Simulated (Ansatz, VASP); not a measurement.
# C: VASP beside Ansatz

File INCAR:

```
  PREC = Accurate
  ENCUT = 520
  EDIFF = 1E-7
  ISMEAR = 0
  SIGMA = 0.05
  LREAL = F
  LASPH = T
  NELM = 100
  ALGO = Normal
  ISIF = 2
  LWAVE = F
  LCHARG = T
  LELF = T
  LVHAR = T
  NBANDS = 36
```

KPOINTS

```
Automatic mesh
0
Gamma
  12 12 2
```

POSCAR

```
C
1.0
    2.3758000000      0.0000000000      0.0000000000
   -1.1879000000      2.0575031543      0.0000000000
    0.0000000000      0.0000000000     12.0869000000
C
12
Direct
    0.0000000000      0.0000000000      0.1868599868
    0.0000000000      0.0000000000      0.6868599868
    0.0000000000      0.0000000000      0.3131400132
    0.0000000000      0.0000000000      0.8131400132
    0.3333333333      0.6666666667      0.5207718743
    0.6666666667      0.3333333333      0.0207718743
    0.3333333333      0.6666666667      0.9792281257
    0.6666666667      0.3333333333      0.4792281257
    0.3333333333      0.6666666667      0.6450609412
    0.6666666667      0.3333333333      0.1450609412
    0.3333333333      0.6666666667      0.8549390588
    0.6666666667      0.3333333333      0.3549390588
```

Input for Ansatz:

```yaml
crystal:
  lattice:
    - [2.3758, 0.0, 0.0]
    - [-1.1879, 2.0575031543, 0.0]
    - [0.0, 0.0, 12.0869]
  atoms:
    - { symbol: C, position: [0.0, 0.0, 0.1868599868] }
    - { symbol: C, position: [0.0, 0.0, 0.6868599868] }
    - { symbol: C, position: [0.0, 0.0, 0.3131400132] }
    - { symbol: C, position: [0.0, 0.0, 0.8131400132] }
    - { symbol: C, position: [0.3333333333, 0.6666666667, 0.5207718743] }
    - { symbol: C, position: [0.6666666667, 0.3333333333, 0.0207718743] }
    - { symbol: C, position: [0.3333333333, 0.6666666667, 0.9792281257] }
    - { symbol: C, position: [0.6666666667, 0.3333333333, 0.4792281257] }
    - { symbol: C, position: [0.3333333333, 0.6666666667, 0.6450609412] }
    - { symbol: C, position: [0.6666666667, 0.3333333333, 0.1450609412] }
    - { symbol: C, position: [0.3333333333, 0.6666666667, 0.8549390588] }
    - { symbol: C, position: [0.6666666667, 0.3333333333, 0.3549390588] }
basis:
  ecutwfc: 520.0
kpoints:
  mp_grid: { grid: [12, 12, 2] }
hamiltonian:
  xc: lda
  pseudopotentials: { kind: paw, azcp: { folder: soft_1 } }
scf:
  occupations: { method: gaussian, width: 0.05 }
output:
  forces: true
  stress: true
  eigenvalues: true
```

Alike in both runs: task single point; functional LDA; k mesh 12 × 12 × 2; occupations gaussian, width 0.05 eV; no spin polarisation.

```csv
,VASP,Ansatz
version,VASP 6.6.1,Ansatz 0.2.0
potentials or method,"VASP PAW LDA potentials, release 64 (C), cutoff 520 eV","scalar-relativistic, plane waves, PAW"
valence electrons in the cell,48,48
```

VASP gave:

```
gap on the k mesh at the Fermi level (eV) : 4.91
least direct gap on the mesh (eV)         : 5.00
rms of the force components (eV/Å)        : 0.213
```

Problem. What did Ansatz give for the same quantities?

Solution. gap on the k mesh at the Fermi level (eV): 4.92; least direct gap on the mesh (eV): 5.00; rms of the force components (eV/Å): 0.206.

Ansatz warns that its potentials were made for another functional, while VASP's fit it. LDA's correlation is that of Perdew and Zunger in VASP and of Perdew and Wang (1992) in Ansatz. Atom by atom the forces differ by 0.007 eV/Å (rms over components).
